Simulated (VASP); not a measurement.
# LiSi16 (a cell with a defect) in VASP: single point with PBE

Aim: the single point of LiSi16 (a cell with a defect) with PBE.

All numbers are computed with VASP 6.6.1; they aren't measurements. Logs are shortened: lines on timing, memory, paths and dates and some standing lists are left out, and cuts for length are marked.

### 1 The cell of the first run

The cell holds a defect, 17 atoms: a = 7.736 Å, b = 7.736 Å, c = 7.736 Å, α = 60.00°, β = 60.00°, γ = 60.00°.

### 2 Single point, PBE

File INCAR:

```
PREC     = Accurate       # precision mode
ENCUT    = 520            # plane-wave cutoff, eV
EDIFF    = 1E-6           # SCF threshold, eV
ISMEAR   = 0              # smearing method
SIGMA    = 0.02           # smearing width, eV
LREAL    = Auto         
LASPH    = True           # aspherical terms in the spheres
NELM     = 100            # most SCF steps
ALGO     = Normal         # electronic algorithm
ISIF     = 2              # what is computed and relaxed
LWAVE    = False          # write WAVECAR
LCHARG   = False          # write CHGCAR
GGA      = PE             # functional
NELECT   = 66.0         
NBANDS   = 48             # bands
```

File KPOINTS:

```
regular mesh
0
Gamma
  2 2 2
```

File POSCAR:

```
LiSi16
1.0
    0.0000000000      5.4700937548     -5.4700937548
    5.4700937548      5.4700937548      0.0000000000
    5.4700937548      0.0000000000     -5.4700937548
Si Li
16 1
Direct
    0.1177233022      0.1177543802      0.1178061161
    0.1310595453      0.6096509767      0.1311377889
    0.6096111236      0.1310900749      0.1311412623
    0.6242424085      0.6242678194      0.1304823157
    0.1310536039      0.1310799288      0.6097194398
    0.1303996845      0.6242678194      0.6243153505
    0.6242404889      0.1304292087      0.6243132482
    0.6333561462      0.6333897837      0.6334594351
    0.2506931438      0.7445550630      0.2507664515
    0.2415500646      0.2415897349      0.2416548160
    0.7438645812      0.7438945624      0.2653989246
    0.7445254474      0.2507183718      0.2507640749
    0.2652915224      0.7439037944      0.7439531537
    0.2506916813      0.2507191031      0.7446080785
    0.7572018297      0.7572299828      0.7572842781
    0.7438715281      0.2653276278      0.7439501373
   -0.0625636443     -0.0625141022     -0.0624217820
```

Potentials or basis: VASP PAW PBE potentials, release 64 (Si, Li_sv).

Command:

```
cat potpaw_PBE.64/Si/POTCAR potpaw_PBE.64/Li_sv/POTCAR > POTCAR
mpirun -np 1 vasp_std > vasp.out
```

OUTCAR:

```text
PREC = Accurate
   ENCUT = 520
   EDIFF = 1E-6
   ISMEAR = 0
   LREAL = Auto
   LASPH = True
   NELM = 100
   ISIF = 2
   GGA = PE
   NELECT = 66.0

 ion  position               nearest neighbor table
   1  0.118  0.118  0.118-  10 2.35  12 2.36  14 2.36   9 2.36
   2  0.131  0.610  0.131-  10 2.33  17 2.36   9 2.36  13 2.45  11 2.45
   3  0.610  0.131  0.131-  10 2.33  17 2.36  12 2.36  16 2.45  11 2.45
   4  0.624  0.624  0.130-  15 2.36   9 2.36  12 2.36  11 2.36
   5  0.131  0.131  0.610-  10 2.33  17 2.36  14 2.36  13 2.45  16 2.45
   6  0.130  0.624  0.624-  15 2.36  14 2.36   9 2.36  13 2.36
   7  0.624  0.130  0.624-  15 2.36  14 2.36  12 2.36  16 2.36
   8  0.633  0.633  0.633-  11 2.33  16 2.33  13 2.33  15 2.35
   9  0.251  0.745  0.251-   1 2.36   6 2.36   4 2.36   2 2.36
  10  0.242  0.242  0.242-   3 2.33   2 2.33   5 2.33   1 2.35
  11  0.744  0.744  0.265-   8 2.33  17 2.36   4 2.36   2 2.45   3 2.45
  12  0.745  0.251  0.251-   1 2.36   7 2.36   4 2.36   3 2.36
  13  0.265  0.744  0.744-   8 2.33  17 2.36   6 2.36   5 2.45   2 2.45
  14  0.251  0.251  0.745-   1 2.36   6 2.36   7 2.36   5 2.36
  15  0.757  0.757  0.757-   8 2.35   4 2.36   6 2.36   7 2.36
  16  0.744  0.265  0.744-   8 2.33  17 2.36   7 2.36   5 2.45   3 2.45
  17  0.937  0.937  0.938-  11 2.36   3 2.36   2 2.36  16 2.36  13 2.36   5 2.36

  LATTYP: Found a face centered cubic cell.
 ALAT       =    10.9401875096

  Lattice vectors:

 A1 = (   0.0000000000,   5.4700937548,  -5.4700937548)
 A2 = (   5.4700937548,   5.4700937548,   0.0000000000)
 A3 = (   5.4700937548,   0.0000000000,  -5.4700937548)

Analysis of symmetry for initial positions (statically):
=====================================================================
 Subroutine PRICEL returns:
 Original cell was already a primitive cell.

 Routine SETGRP: Setting up the symmetry group for a
 face centered cubic supercell.

 Subroutine GETGRP returns: Found  1 space group operations
 (whereof  1 operations were pure point group operations)
 out of a pool of 48 trial point group operations.

The static configuration has the point symmetry C_1 .

Analysis of symmetry for dynamics (positions and initial velocities):
=====================================================================
 Subroutine PRICEL returns:
 Original cell was already a primitive cell.

 Routine SETGRP: Setting up the symmetry group for a
 face centered cubic supercell.

 Subroutine GETGRP returns: Found  1 space group operations
 (whereof  1 operations were pure point group operations)
 out of a pool of 48 trial point group operations.

[... 120 lines left out ...]
   ISYM   =      2    0-nonsym 1-usesym 2-fastsym
   POTIM  = 0.5000    time-step for ionic-motion
   TEBEG  =    0.0;   TEEND  =   0.0 temperature during run
   PSTRESS=    0.0 pullay stress
   NELECT =      66.0000    total number of electrons
   NUPDOWN=      -1.0000    fix difference up-down
   EMIN   =  10.00;   EMAX   =-10.00  energy-range for DOS
   EFERMI =   0.00;   METHOD = LEGACY
   ISMEAR =     0;   SIGMA  =   0.02  broadening in eV -4-tet -1-fermi 0-gaus
   EFERMI_NEDOS =   21; number of points for ismear=-14 and -15
   IALGO  =     38    algorithm
   IMIX   =      4    mixing-type and parameters
     AMIX     =   0.40;   BMIX     =  1.00
     AMIX_MAG =   1.60;   BMIX_MAG =  1.00
  volume/ion in A,a.u.               =      19.26       129.95
  Fermi-wavevector in a.u.,A,eV,Ry     =   0.959956  1.814054 12.537983  0.921516
  Thomas-Fermi vector in A             =   2.089198
   LORBIT       =      0    0 simple, 1 ext, 2 COOP (PROOUT), +10 PAW based schemes
   GGA     = PE    functional components
   LHFCALC =     F    Hartree Fock is set to
   AEXX    =    0.0000 exact exchange contribution
   IVDW    =     0    specifies the selected vdW correction
   LEPSILON=     F    determine dielectric tensor
   LRPA    =     F    only Hartree local field effects (RPA)
 non-spin polarized calculation
 Gauss-broadening in eV      SIGMA  =   0.02
  energy-cutoff  :      520.00
  volume of cell :      327.35
 maximum number of plane-waves:      8824
 NGX is ok and might be reduce to    60
   NGX = 29   NGY = 29   NGZ = 29

 number of electron      65.9999998 magnetization

 Free energy of the ion-electron system (eV)
  ---------------------------------------------------
  ext. energy  EPLUGINS =         0.00000000
  ---------------------------------------------------
  free energy    TOTEN  =       -92.87218112 eV

  energy without entropy =      -92.87218112  energy(sigma->0) =      -92.87218112

 E-fermi :   5.9357     XC(G=0):  -9.3522

 val. band max:        5.8304419044   @ k =   0.0000   0.0000   0.0000
 cond. band min:       6.1472170214   @ k =   0.0000   0.0000   0.0000
 fundamental gap:      0.3167751170
 Fermi energy:         5.9356649845

 k-point     1 :       0.0000    0.0000    0.0000
  band No.  band energies     occupation
      1     -40.4468      2.00000
      2      -5.9831      2.00000
      3      -3.8096      2.00000
      4      -3.7297      2.00000
      5      -3.7297      2.00000
      6      -3.6926      2.00000
[... 373 lines left out ...]
     44      10.0516      0.00000
     45      10.1204      0.00000
 [bands above 45 left out]

------------------------ aborting loop because EDIFF is reached ----------------------------------------

  FORCE on cell =-STRESS in cart. coord.  units (eV):
  Direction    XX          YY          ZZ          XY          YZ          ZX
  --------------------------------------------------------------------------------------
  -------------------------------------------------------------------------------------
  Total       -4.1740509     -4.1750198     -4.1742708     -1.0075430      1.0076924      1.0075748
  in kB      -20.4293251    -20.4340669    -20.4304014     -4.9312823      4.9320138      4.9314377
  external PRESSURE =     -20.4312645 kB  Pullay stress =       0.0000000 kB

 VOLUME and BASIS-vectors are now :
 -----------------------------------------------------------------------------
  energy-cutoff  :      520.00
  volume of cell :      327.35
      direct lattice vectors                 reciprocal lattice vectors
     0.000000000  5.470093755 -5.470093755    -0.091406112  0.091406112 -0.091406112
     5.470093755  5.470093755  0.000000000     0.091406112  0.091406112  0.091406112
     5.470093755  0.000000000 -5.470093755     0.091406112 -0.091406112 -0.091406112

 POSITION                                       TOTAL-FORCE (eV/Angst)
 -----------------------------------------------------------------------------------
      1.28854      1.28808     -1.28837        -0.004175     -0.004097      0.004062
      4.05218      4.05176     -1.43424         0.024555      0.023890     -0.009250
      1.43443      4.05171     -4.05198         0.008959      0.024156     -0.024390
      4.12855      6.82947     -4.12842         0.011782     -0.027437     -0.011721
      4.05224      1.43390     -4.05210         0.024047      0.009409     -0.023889
      6.82987      4.12810     -4.12836        -0.027703      0.011944     -0.011730
[... 9 lines left out ...]
      5.52084      5.52041     -8.13852        -0.022356     -0.022619      0.009334
     10.25678     10.25600    -10.25651        -0.000705     -0.000263      0.000539
 -----------------------------------------------------------------------------------
    total drift:                                0.001549      0.000797     -0.000779

  FREE ENERGIE OF THE ION-ELECTRON SYSTEM (eV)
  ---------------------------------------------------
  free  energy   TOTEN  =       -92.8721811239 eV

  energy  without entropy=      -92.8721811239  energy(sigma->0) =      -92.87218112
```

OSZICAR:

```text
N       E                     dE             d eps       ncg     rms          rms(c)
DAV:   1     0.176745136678E+03    0.17675E+03   -0.25039E+04   768   0.116E+03
DAV:   2    -0.749228993751E+02   -0.25167E+03   -0.23501E+03   936   0.190E+02
DAV:   3    -0.931326292770E+02   -0.18210E+02   -0.17903E+02  1088   0.428E+01
DAV:   4    -0.943746300470E+02   -0.12420E+01   -0.12311E+01  1288   0.986E+00
DAV:   5    -0.944062964332E+02   -0.31666E-01   -0.31663E-01  1016   0.130E+00    0.139E+01
DAV:   6    -0.933446220985E+02    0.10617E+01   -0.85684E-01   912   0.306E+00    0.848E+00
DAV:   7    -0.928568975687E+02    0.48772E+00   -0.14740E+00   912   0.365E+00    0.977E-01
DAV:   8    -0.928660380294E+02   -0.91405E-02   -0.15091E-01   920   0.140E+00    0.494E-01
DAV:   9    -0.928700309743E+02   -0.39929E-02   -0.11386E-02   960   0.381E-01    0.248E-01
DAV:  10    -0.928715211734E+02   -0.14902E-02   -0.17868E-03   904   0.140E-01    0.115E-01
DAV:  11    -0.928721397935E+02   -0.61862E-03   -0.65663E-04   912   0.936E-02    0.315E-02
DAV:  12    -0.928721750259E+02   -0.35232E-04   -0.65648E-05   912   0.291E-02    0.141E-02
DAV:  13    -0.928721805949E+02   -0.55690E-05   -0.15013E-05   928   0.137E-02    0.378E-03
DAV:  14    -0.928721811239E+02   -0.52900E-06   -0.61224E-07   672   0.297E-03
   1 F= -.92872181E+02 E0= -.92872181E+02  d E =-.267904E-14
```

Wall time 6.4 min (1 thread of AMD EPYC 7R43 (Zen 3), shared host); peak memory 0.43 GiB.

What came out:

```yaml
Free_energy: -92.8722 eV
Largest_force: 0.037 eV/Å
```

Forces in eV/Å, atoms in the order of the input:
```
Si  -0.004 -0.004  0.004
Si   0.025  0.024 -0.009
Si   0.009  0.024 -0.024
Si   0.012 -0.027 -0.012
Si   0.024  0.009 -0.024
Si  -0.028  0.012 -0.012
Si   0.012  0.012  0.027
Si   0.017  0.017 -0.017
Si  -0.013 -0.012 -0.030
Si  -0.020 -0.023  0.021
Si  -0.023 -0.009  0.023
Si   0.030 -0.012  0.013
Si  -0.010 -0.023  0.022
Si  -0.012  0.030  0.012
Si   0.004  0.005 -0.004
Si  -0.022 -0.023  0.009
Li  -0.001  0.000  0.001
```

Caveat: the k points lie up to 0.50 Å⁻¹ apart; the cell carries a net charge on a neutralising background, which shifts energy and pressure; the cell is charged against a uniform background, so pressure and absolute levels hang on convention; the cutoff is under 1.25 times the usual one of these potentials, so pressure, stress and relaxed cells hold a basis-set (Pulay) error.
